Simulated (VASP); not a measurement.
# GaAs (gw) (F-43m) in VASP: single point with PBEsol

Aim: the single point of GaAs (gw) with PBEsol.

Everything below comes from runs of VASP 6.6.1. Logs are shortened: lines on timing, memory, paths and dates and some standing lists are left out, and cuts for length are marked.

### Step 1. The cell of the first run

It takes space group F-43m (No. 216, cubic). Conventional cell: a = 5.602 Å, b = 5.602 Å, c = 5.602 Å, α = 90.00°, β = 90.00°, γ = 90.00°. Ga (site symmetry -43m) has 4 As at 2.43 Å within 3.2 Å. As (site symmetry -43m) has 4 Ga at 2.43 Å within 3.2 Å.

### Step 2. Single point, PBEsol

INCAR reads:

```
SYSTEM = GaAs
PREC = Accurate ; ENCUT = 500
EDIFF = 1E-6 ; ISMEAR = 0
SIGMA = 0.01 ; LREAL = .FALSE.
LASPH = .TRUE. ; NELM = 120
ALGO = Normal ; ISIF = 2
LWAVE = .FALSE. ; LCHARG = .FALSE.
GGA = PS ; NBANDS = 16
GGA_COMPAT = .FALSE.
```

KPOINTS reads:

```
regular mesh
0
G
  4 4 4
  0 0 0
```

POSCAR reads:

```
GaAs
1.0
    0.0000000000      2.8012231264      2.8012231264
    2.8012231264      0.0000000000      2.8012231264
    2.8012231264      2.8012231264      0.0000000000
Ga As
1 1
Direct
    0.0000000000      0.0000000000      0.0000000000
    0.2500000000      0.2500000000      0.2500000000
```

Potentials or basis: VASP PAW PBE potentials, release 64 (Ga_d, As).

Started as:

```console
cat potpaw_PBE.64/Ga_d/POTCAR potpaw_PBE.64/As/POTCAR > POTCAR
mpirun -np 1 vasp_std > vasp.out
```

OUTCAR:

```text
SYSTEM = GaAs
   PREC = Accurate
   ENCUT = 500
   EDIFF = 1E-6
   ISMEAR = 0
   LREAL = .FALSE.
   LASPH = .TRUE.
   NELM = 120
   ISIF = 2
   GGA = PS

 ion  position               nearest neighbor table
   1  0.000  0.000  0.000-   2 2.43   2 2.43   2 2.43   2 2.43
   2  0.250  0.250  0.250-   1 2.43   1 2.43   1 2.43   1 2.43

  LATTYP: Found a face centered cubic cell.
 ALAT       =     5.6024462528

  Lattice vectors:

 A1 = (   0.0000000000,   2.8012231264,   2.8012231264)
 A2 = (   2.8012231264,   0.0000000000,   2.8012231264)
 A3 = (   2.8012231264,   2.8012231264,   0.0000000000)

Analysis of symmetry for initial positions (statically):
=====================================================================
 Subroutine PRICEL returns:
 Original cell was already a primitive cell.

 Routine SETGRP: Setting up the symmetry group for a
 face centered cubic supercell.

 Subroutine GETGRP returns: Found 24 space group operations
 (whereof 24 operations were pure point group operations)
 out of a pool of 48 trial point group operations.

The static configuration has the point symmetry T_d .

Analysis of symmetry for dynamics (positions and initial velocities):
=====================================================================
 Subroutine PRICEL returns:
 Original cell was already a primitive cell.

 Routine SETGRP: Setting up the symmetry group for a
 face centered cubic supercell.

 Subroutine GETGRP returns: Found 24 space group operations
 (whereof 24 operations were pure point group operations)
 out of a pool of 48 trial point group operations.

The dynamic configuration has the point symmetry T_d .

 Subroutine INISYM returns: Found 24 space group operations
 (whereof 24 operations are pure point group operations),
 and found     1 'primitive' translations

----------------------------------------------------------------------------------------

                                     Primitive cell

  volume of cell :      43.9616

  direct lattice vectors                    reciprocal lattice vectors
     0.000000000  2.801223126  2.801223126    -0.178493457  0.178493457  0.178493457
     2.801223126  0.000000000  2.801223126     0.178493457 -0.178493457  0.178493457
     2.801223126  2.801223126  0.000000000     0.178493457  0.178493457 -0.178493457

  length of vectors
     3.961527737  3.961527737  3.961527737     0.309159737  0.309159737  0.309159737

  position of ions in fractional coordinates (direct lattice)
     0.000000000  0.000000000  0.000000000
     0.250000000  0.250000000  0.250000000

  ion indices of the primitive-cell ions
   primitive index   ion index
                 1           1
                 2           2

----------------------------------------------------------------------------------------

 KPOINTS: regular mesh

Automatic generation of k-mesh.
 Grid dimensions read from file:
 generate k-points for:    4    4    4

 Generating k-lattice:

  Cartesian coordinates                     Fractional coordinates (reciprocal lattice)
    -0.044623364  0.044623364  0.044623364     0.250000000  0.000000000  0.000000000
     0.044623364 -0.044623364  0.044623364     0.000000000  0.250000000  0.000000000
     0.044623364  0.044623364 -0.044623364     0.000000000  0.000000000  0.250000000

  Length of vectors
     0.077289934  0.077289934  0.077289934

  Shift w.r.t. Gamma in fractional coordinates (k-lattice)
     0.000000000  0.000000000  0.000000000

 Subroutine IBZKPT returns following result:
 ===========================================

 Found      8 irreducible k-points:

 Following reciprocal coordinates:
            Coordinates               Weight
  0.000000  0.000000  0.000000      1.000000
  0.250000  0.000000  0.000000      8.000000
  0.500000  0.000000  0.000000      4.000000
  0.250000  0.250000  0.000000      6.000000
  0.500000  0.250000  0.000000     24.000000
 -0.250000  0.250000  0.000000     12.000000
  0.500000  0.500000  0.000000      3.000000
 -0.250000  0.500000  0.250000      6.000000
   k-points           NKPTS =      8   k-points in BZ     NKDIM =      8   number of bands    NBANDS=     16
   number of dos      NEDOS =    301   number of ions     NIONS =      2
   total plane-waves  NPLWV =  27000
   dimension x,y,z NGX =    30 NGY =   30 NGZ =   30
   dimension x,y,z NGXF=    60 NGYF=   60 NGZF=   60
   ions per type =               1   1
   NGX,Y,Z   is equivalent  to a cutoff of  12.59, 12.59, 12.59 a.u.
   NGXF,Y,Z  is equivalent  to a cutoff of  25.18, 25.18, 25.18 a.u.
 SYSTEM =  GaAs
   PREC   = accura    normal or accurate (medium, high low for compatibility)
   ISTART =      0    job   : 0-new  1-cont  2-samecut
   ICHARG =      2    charge: 1-file 2-atom 10-const
   ISPIN  =      1    spin polarized calculation?
   LNONCOLLINEAR =      F non collinear calculations
   LSORBIT =      F    spin-orbit coupling
   LASPH  =      T    aspherical Exc in radial PAW
   ENCUT  =  500.0 eV  36.75 Ry    6.06 a.u.   7.22  7.22  7.22*2*pi/ulx,y,z
   NELM   =    120;   NELMIN=  2; NELMDL= -5     # of ELM steps
   EDIFF  = 0.1E-05   stopping-criterion for ELM
   LREAL  =      F    real-space projection
   EDIFFG = 0.1E-04   stopping-criterion for IOM
   NSW    =      0    number of steps for IOM
   IBRION =     -1    ionic relax: 0-MD 1-quasi-New 2-CG
   NFREE  =      0    steps in history (QN), initial steepest desc. (CG)
   ISIF   =      2    stress and relaxation
   ISYM   =      2    0-nonsym 1-usesym 2-fastsym
   POTIM  = 0.5000    time-step for ionic-motion
   TEBEG  =    0.0;   TEEND  =   0.0 temperature during run
   PSTRESS=    0.0 pullay stress
   NELECT =      18.0000    total number of electrons
   NUPDOWN=      -1.0000    fix difference up-down
   EMIN   =  10.00;   EMAX   =-10.00  energy-range for DOS
   EFERMI =   0.00;   METHOD = LEGACY
   ISMEAR =     0;   SIGMA  =   0.01  broadening in eV -4-tet -1-fermi 0-gaus
   EFERMI_NEDOS =   21; number of points for ismear=-14 and -15
   IALGO  =     38    algorithm
   IMIX   =      4    mixing-type and parameters
     AMIX     =   0.40;   BMIX     =  1.00
     AMIX_MAG =   1.60;   BMIX_MAG =  1.00
  volume/ion in A,a.u.               =      21.98       148.33
  Fermi-wavevector in a.u.,A,eV,Ry     =   1.215648  2.297242 20.106702  1.477801
  Thomas-Fermi vector in A             =   2.351028
   LORBIT       =      0    0 simple, 1 ext, 2 COOP (PROOUT), +10 PAW based schemes
   GGA     = PS    functional components
   LHFCALC =     F    Hartree Fock is set to
   AEXX    =    0.0000 exact exchange contribution
   IVDW    =     0    specifies the selected vdW correction
   LEPSILON=     F    determine dielectric tensor
   LRPA    =     F    only Hartree local field effects (RPA)
 non-spin polarized calculation
 Gauss-broadening in eV      SIGMA  =   0.01
  energy-cutoff  :      500.00
  volume of cell :       43.96
 maximum number of plane-waves:      1139
 NGX is ok and might be reduce to    30
   NGX = 15   NGY = 15   NGZ = 15

 number of electron      18.0000013 magnetization

 Free energy of the ion-electron system (eV)
  ---------------------------------------------------
  ext. energy  EPLUGINS =         0.00000000
  ---------------------------------------------------
  free energy    TOTEN  =        -8.89296836 eV

  energy without entropy =       -8.89296836  energy(sigma->0) =       -8.89296836

 E-fermi :   4.1890     XC(G=0):  -9.8724

 val. band max:        4.1165677464   @ k =   0.0000   0.0000   0.0000
 cond. band min:       4.7648209120   @ k =   0.0000   0.0000   0.0000
 fundamental gap:      0.6482531656
 Fermi energy:         4.1890321050

 k-point     1 :       0.0000    0.0000    0.0000
  band No.  band energies     occupation
      1     -10.7677      2.00000
      2     -10.7677      2.00000
      3     -10.7677      2.00000
      4     -10.6823      2.00000
      5     -10.6823      2.00000
      6      -8.8416      2.00000
[... 8 lines left out ...]
     15      14.2639      0.00000
     16      14.2639      0.00000

 k-point     2 :       0.2500    0.0000    0.0000
  band No.  band energies     occupation
      1     -10.8161      2.00000
      2     -10.7554      2.00000
      3     -10.7554      2.00000
      4     -10.6820      2.00000
      5     -10.6820      2.00000
      6      -8.1147      2.00000
[... 8 lines left out ...]
     15      13.0925      0.00000
     16      13.0925      0.00000

 k-point     3 :       0.5000    0.0000    0.0000
  band No.  band energies     occupation
      1     -10.8563      2.00000
      2     -10.7466      2.00000
      3     -10.7466      2.00000
      4     -10.6779      2.00000
      5     -10.6779      2.00000
      6      -6.9694      2.00000
[... 8 lines left out ...]
     15      16.0402      0.00000
     16      16.0402      0.00000

 k-point     4 :       0.2500    0.2500    0.0000
  band No.  band energies     occupation
      1     -10.8381      2.00000
      2     -10.7413      2.00000
      3     -10.7413      2.00000
      4     -10.6955      2.00000
      5     -10.6753      2.00000
      6      -7.8693      2.00000
[... 8 lines left out ...]
     15      15.2824      0.00000
     16      15.5208      0.00000

 k-point     5 :       0.5000    0.2500    0.0000
  band No.  band energies     occupation
      1     -10.8681      2.00000
      2     -10.7349      2.00000
      3     -10.7288      2.00000
      4     -10.6947      2.00000
      5     -10.6745      2.00000
      6      -6.6688      2.00000
[... 8 lines left out ...]
     15      16.1937      0.00000
     16      16.7608      0.00000

 k-point     6 :      -0.2500    0.2500    0.0000
  band No.  band energies     occupation
      1     -10.8523      2.00000
      2     -10.7425      2.00000
      3     -10.7399      2.00000
      4     -10.6845      2.00000
      5     -10.6821      2.00000
      6      -7.1124      2.00000
[... 8 lines left out ...]
     15      14.4895      0.00000
     16      16.8691      0.00000

 k-point     7 :       0.5000    0.5000    0.0000
  band No.  band energies     occupation
      1     -10.8894      2.00000
      2     -10.7134      2.00000
      3     -10.7134      2.00000
      4     -10.7116      2.00000
      5     -10.6682      2.00000
      6      -6.1825      2.00000
[... 8 lines left out ...]
     15      17.5407      0.00000
     16      17.5470      0.00000

 k-point     8 :      -0.2500    0.5000    0.2500
  band No.  band energies     occupation
      1     -10.8754      2.00000
      2     -10.7337      2.00000
      3     -10.7193      2.00000
      4     -10.6944      2.00000
      5     -10.6780      2.00000
      6      -6.1151      2.00000
[... 8 lines left out ...]
     15      16.4507      0.00000
     16      17.5035      0.00000

------------------------ aborting loop because EDIFF is reached ----------------------------------------

  FORCE on cell =-STRESS in cart. coord.  units (eV):
  Direction    XX          YY          ZZ          XY          YZ          ZX
  --------------------------------------------------------------------------------------
  -------------------------------------------------------------------------------------
  Total        0.7473175      0.7473175      0.7473175      0.0000000      0.0000000     -0.0000000
  in kB       27.2359581     27.2359581     27.2359581      0.0000000      0.0000000     -0.0000000
  external PRESSURE =      27.2359581 kB  Pullay stress =       0.0000000 kB

 VOLUME and BASIS-vectors are now :
 -----------------------------------------------------------------------------
  energy-cutoff  :      500.00
  volume of cell :       43.96
      direct lattice vectors                 reciprocal lattice vectors
     0.000000000  2.801223126  2.801223126    -0.178493457  0.178493457  0.178493457
     2.801223126  0.000000000  2.801223126     0.178493457 -0.178493457  0.178493457
     2.801223126  2.801223126  0.000000000     0.178493457  0.178493457 -0.178493457

 POSITION                                       TOTAL-FORCE (eV/Angst)
 -----------------------------------------------------------------------------------
      0.00000      0.00000      0.00000         0.000000      0.000000     -0.000000
      1.40061      1.40061      1.40061        -0.000000     -0.000000      0.000000
 -----------------------------------------------------------------------------------
    total drift:                               -0.000000     -0.000000     -0.000000

  FREE ENERGIE OF THE ION-ELECTRON SYSTEM (eV)
  ---------------------------------------------------
  free  energy   TOTEN  =        -8.8929683569 eV

  energy  without entropy=       -8.8929683569  energy(sigma->0) =       -8.89296836
```

It took 9.2 s on 1 thread of Intel Xeon Platinum 8488C (Sapphire Rapids), shared host; peak memory 0.16 GiB.

What came out:

- Free energy: -8.8930 eV
- Pressure: 2.7 GPa
- Band gap on the k mesh: 0.65 eV, direct

Caveat: the k points lie up to 0.49 Å⁻¹ apart; the PAW data sets were made with another functional, which shifts forces and pressure a little. A hybrid or GW would open this gap; PBEsol tends to underestimate it.
